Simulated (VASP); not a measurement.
Set up this calculation in VASP 6.6.1, as the native input.

```yaml
Task: single point
Functional: PBE
Potentials_or_basis: VASP PAW PBE potentials, release 64 (Ba_sv, Te)
Cutoff: 520 eV
k_mesh: 6 × 6 × 6
Occupations: gaussian, width 0.02 eV
Spin: no spin polarisation
Dipole_correction: no
Further_INCAR_settings: ALGO = Normal; EDIFF = 1e-06; NBANDS = 15
```

The structure of BaTe lies in POSCAR:

```
BaTe
1.0
    4.8087295386     -0.0000000029      0.0000000000
   -2.4043647668      4.1644819418      0.0000000000
    0.0000000000      0.0000000000      4.4107795744
Ba Te
1 1
Direct
    0.3333333333      0.6666666667      0.5000000000
    0.6666666667      0.3333333333      0.0000000000
```

The cell was built from a structure type or drawn by symmetry, and may not be a known phase.

The input as run:

INCAR

```
SYSTEM = BaTe
PREC = Accurate
ENCUT = 520
EDIFF = 1E-6
ISMEAR = 0
SIGMA = 0.02
LREAL = .FALSE.
LASPH = .TRUE.
NELM = 80
ALGO = Normal
ISIF = 2
LWAVE = .FALSE.
LCHARG = .TRUE.
GGA = PE
LELF = .TRUE.
LVHAR = .TRUE.
NBANDS = 15
```

KPOINTS

```
Automatic mesh
0
G
  6 6 6
  0 0 0
```

Potentials or basis: VASP PAW PBE potentials, release 64 (Ba_sv, Te).

The run is started by

```console
$ cat potpaw_PBE.64/Ba_sv/POTCAR potpaw_PBE.64/Te/POTCAR > POTCAR
$ mpirun -np 1 vasp_std > vasp.out
```

Results of the run:

```
Pressure               : 0.3 GPa
Band gap on the k mesh : 1.47 eV
```

Caveat: spin-orbit coupling is left out, which moves the levels of the heavy elements.

Run time: 36 s on 1 thread of Intel Xeon 8259CL (shared host), peak memory 0.22 GiB.
